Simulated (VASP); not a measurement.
Runs of VASP 6.6.1 on WSe2. The structure is that of space group P6_3/mmc (No. 194), or close to it. The cells are those of the table. 

| task | cell | cutoff (eV) | gap on the mesh (eV) | pressure (GPa) | largest force (eV/Å) |
| --- | --- | --- | --- | --- | --- |
| single point | a = 3.224, b = 3.224, c = 12.970 Å, angles 90.0, 90.0, 120.0°, 6 atoms | 500 | 0.97 | 10.2 | 0.69 |
| electric field gradients | a = 3.224, b = 3.224, c = 12.970 Å, angles 90.0, 90.0, 120.0°, 6 atoms | 400 | 0.97 | 10.2 | 0.69 |
| electric field gradients | a = 3.323, b = 3.323, c = 12.970 Å, angles 90.0, 90.0, 120.0°, 6 atoms | 400 | 0.94 | (a) | - |
| single point | a = 3.323, b = 3.323, c = 12.970 Å, angles 90.0, 90.0, 120.0°, 6 atoms | 500 | 0.94 | 1.4 | - |

Alike in all rows: level PBE; potentials or basis VASP PAW PBE potentials, release 64 (W_sv, Se); no spin polarisation; k mesh 11 × 11 × 3; smearing fermi-dirac 0.08 eV.

Problem. Estimate the missing entries.

Solution. (a) 1.3.

Caveats: spin-orbit coupling is left out, which moves the levels of the heavy elements; this functional lacks dispersion, which binds layers or chains, so the pressure and a relaxed spacing across them are unreliable; the cell stands under pressure (at least some runs).

A k mesh can miss the band edges, and the runs leave out spin-orbit coupling on Se, W.
